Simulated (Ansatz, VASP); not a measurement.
## KF: VASP beside Ansatz

```
CELL_PARAMETERS angstrom
0.00000 2.67350 2.70024
2.67350 0.00000 2.70024
2.67350 2.67350 0.00000
ATOMIC_POSITIONS crystal
K 0.00000 0.00000 0.00000
F 0.50000 0.50000 0.50000
```

Change from the starting cell: zz strain of +1 %.

Alike in both runs: task single point; functional PBEsol; k mesh 9 × 9 × 9; occupations fermi-dirac, width 0.01 eV; no spin polarisation.

|  | VASP | Ansatz |
| --- | --- | --- |
| version | VASP 6.6.1 | Ansatz 0.2.0 |
| potentials or method | VASP PAW PBE potentials, release 64 (K_sv, F), cutoff 520 eV | all-electron LAPW, scalar-relativistic |

VASP gave:

| Item | Value |
| --- | --- |
| gap on the k mesh at the Fermi level (eV) | 5.97 |
| pressure (GPa) | -1.0 |
| traceless stress, the component that is largest in VASP (GPa) | -0.30 |

Problem. Which values does Ansatz return?

Solution. gap on the k mesh at the Fermi level (eV): 5.98; pressure (GPa): -1.0; traceless stress, the component that is largest in VASP (GPa): -0.29.

VASP's potentials were made for PBE, not for PBEsol. Ansatz ran all-electron here, and VASP with PAW potentials.
